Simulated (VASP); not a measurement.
Write the native input for VASP 6.6.1 that does the following.

```
Task                   : single point
Functional             : r2SCAN
Potentials or basis    : VASP PAW PBE potentials, release 64 (Os, C)
Cutoff                 : 520 eV
k mesh                 : 6 × 6 × 6
Occupations            : gaussian, width 0.1 eV
Spin                   : no spin polarisation
Dipole correction      : no
Further INCAR settings : ALGO = Normal; EDIFF = 1e-07; NBANDS = 22
```

Os3C:

```xyz
4
Lattice="3.5942 0.0000 0.0000 0.0000 3.5942 0.0000 0.0000 0.0000 3.5942" Properties=species:S:1:pos:R:3 pbc="T T T"
Os    0.0000    1.7971    1.7971
Os    1.7971    0.0000    1.7971
Os    1.7971    1.7971    0.0000
C     0.0000    0.0000    0.0000
```

These files were run (other wordings do the same):

POSCAR

```
Os3C
1.0
    3.5942122906      0.0000000000      0.0000000000
    0.0000000000      3.5942122906      0.0000000000
    0.0000000000      0.0000000000      3.5942122906
Os C
3 1
Direct
    0.0000000000      0.5000000000      0.5000000000
    0.5000000000      0.0000000000      0.5000000000
    0.5000000000      0.5000000000      0.0000000000
    0.0000000000      0.0000000000      0.0000000000
```

INCAR.step1

```
SYSTEM = Os3C
ALGO = Normal ; EDIFF = 1E-4
ENCUT = 520 ; GGA = PE
ISMEAR = 0 ; LASPH = .True.
LCHARG = .False. ; LREAL = .False.
LWAVE = .True. ; NBANDS = 22
NELM = 60 ; PREC = Accurate
SIGMA = 0.1
```

INCAR.step2

```
SYSTEM = Os3C
ALGO = Normal ; EDIFF = 1E-7
ENCUT = 520 ; ISIF = 2
ISMEAR = 0 ; ISTART = 1
LASPH = .True. ; LCHARG = .False.
LMIXTAU = .True. ; LREAL = .False.
LWAVE = .False. ; METAGGA = R2SCAN
NBANDS = 22 ; NELM = 60
PREC = Accurate ; SIGMA = 0.1
```

KPOINTS

```
k-points
0
Gamma
  6 6 6
  0 0 0
```

Potentials or basis: VASP PAW PBE potentials, release 64 (Os, C).

Launch:

```console
$ cat potpaw_PBE.64/Os/POTCAR potpaw_PBE.64/C/POTCAR > POTCAR
$ cp INCAR.step1 INCAR
$ mpirun -np 1 vasp_std > vasp.out
$ cp INCAR.step2 INCAR
$ mpirun -np 1 vasp_std > vasp.out
```

It gave:

```yaml
Pressure: 51.0 GPa
Band_gap_on_the_k_mesh: zero (bands 14 and 15 overlap by 0.93 eV)
```

Caveat: the cell stands under pressure; the PAW data sets were made with another functional, which shifts forces and pressure a little; spin-orbit coupling is left out, which moves the levels of the heavy elements.

Wall time 44 s on 1 thread of Intel(R) Xeon(R) 6975P-C (Granite Rapids), with other jobs on the host, peak memory 0.17 GiB.
